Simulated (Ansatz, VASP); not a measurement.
**Two plane-wave programs on ReOF3**

```xyz
5
Lattice="12.4800 0.0000 0.0000 0.0000 12.5500 0.0000 0.0000 0.0000 9.9200" Properties=species:S:1:pos:R:3 pbc="T T T"
Re    6.3370    6.2728    4.9753
O     7.9757    6.2728    5.4174
F     6.2063    8.0455    4.5000
F     4.5000    6.2728    5.3969
F     6.2063    4.5000    4.5000
```

Alike in both runs: task single point; functional PBE; k mesh 1 × 1 × 1; occupations gaussian, width 0.01 eV; no spin polarisation.

|  | VASP | Ansatz |
| --- | --- | --- |
| version | VASP 6.6.1 | Ansatz 0.2.0 |
| potentials or method | VASP PAW PBE potentials, release 64 (Re_sv_GW, O_h, F_h), cutoff 1010 eV | scalar-relativistic, plane waves, PAW |
| valence electrons in the cell | 42 | 42 |

VASP gave:

| Item | Value |
| --- | --- |
| gap on the k mesh at the Fermi level (eV) | 0.80 |
| rms of the force components (eV/Å) | 0.189 |

Which values does Ansatz return?

gap on the k mesh at the Fermi level (eV): 0.79; rms of the force components (eV/Å): 0.243.

Atom by atom the forces differ by 0.056 eV/Å (rms over components).

Spin-orbit coupling is off throughout.
